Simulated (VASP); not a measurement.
Set up this calculation in VASP 6.6.1, as the native input.

| Property | Result |
| --- | --- |
| Task | single point |
| Functional | PBEsol |
| Potentials or basis | VASP PAW PBE potentials, release 64 (Li_sv, Pb_d) |
| Cutoff | 520 eV |
| k mesh | 2 × 2 × 2 |
| Occupations | fermi-dirac, width 0.05 eV |
| Spin | no spin polarisation |
| Dipole correction | no |
| Further INCAR settings | ALGO = Normal; EDIFF = 1e-06; NBANDS = 16 |

The structure of LiPb lies in POSCAR:

```
LiPb
1.0
    2.4935000000      1.4396200000      2.0626700000
   -2.4935000000      1.4396200000      2.0626700000
    0.0000000000     -2.8792500000      2.0626700000
Li Pb
1 1
Direct
    0.5000000000      0.5000000000      0.5000000000
    0.0000000000      0.0000000000      0.0000000000
```

One way to write it, as run:

INCAR

```
PREC = Accurate
ENCUT = 520
EDIFF = 1E-6
ISMEAR = -1
SIGMA = 0.05
LREAL = F
LASPH = T
NELM = 80
ALGO = Normal
ISIF = 2
LWAVE = F
LCHARG = F
GGA = PS
NBANDS = 16
```

KPOINTS

```
regular mesh
0
Gamma
  2 2 2
```

Potentials or basis: VASP PAW PBE potentials, release 64 (Li_sv, Pb_d).

Run with:

```bash
$ cat potpaw_PBE.64/Li_sv/POTCAR potpaw_PBE.64/Pb_d/POTCAR > POTCAR
$ mpirun -np 1 vasp_std > vasp.out
```

Run time: 2.9 s on 1 thread of Intel(R) Xeon(R) Platinum 8488C (Sapphire Rapids), on a shared host, peak memory 0.15 GiB.
